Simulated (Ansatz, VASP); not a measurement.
# Two plane-wave programs on Al5Cu

```
Al Cu
1.0
     2.82855    0.00000    0.00000
     0.00000    2.82855    0.00000
     0.00000    0.00000   11.66236
Al Cu
5 1
Direct
  0.00000 0.00000 0.82347
  0.50000 0.50000 0.00000
  0.00000 0.00000 0.17653
  0.50000 0.50000 0.35480
  0.50000 0.50000 0.64520
  0.00000 0.00000 0.50000
```

Alike in both runs: task single point; functional PBEsol; k mesh 14 × 14 × 4; occupations gaussian, width 0.1 eV; no spin polarisation.

|  | VASP | Ansatz |
| --- | --- | --- |
| version | VASP 6.6.1 | Ansatz 0.2.0 |
| potentials or method | VASP PAW PBE potentials, release 64 (Al, Cu), cutoff 520 eV | scalar-relativistic, plane waves, PAW |
| valence electrons in the cell | 26 | 34 |

|  | VASP | Ansatz | Ansatz less VASP |
| --- | --- | --- | --- |
| gap on the k mesh at the Fermi level (eV) | none | none | - |
| pressure (GPa) | -2.3 | -2.3 | -0.07 |
| rms of the force components (eV/Å) | 0.039 | 0.046 | +0.0071 |

VASP's potentials were made for PBE, not for PBEsol. Atom by atom the forces differ by 0.007 eV/Å (rms over components). A gap of «none» marks a metal or a gap that the smearing closes. VASP's potentials hold 26 valence electrons a cell and Ansatz's 34, so a difference there can come from the potentials and not from the codes.
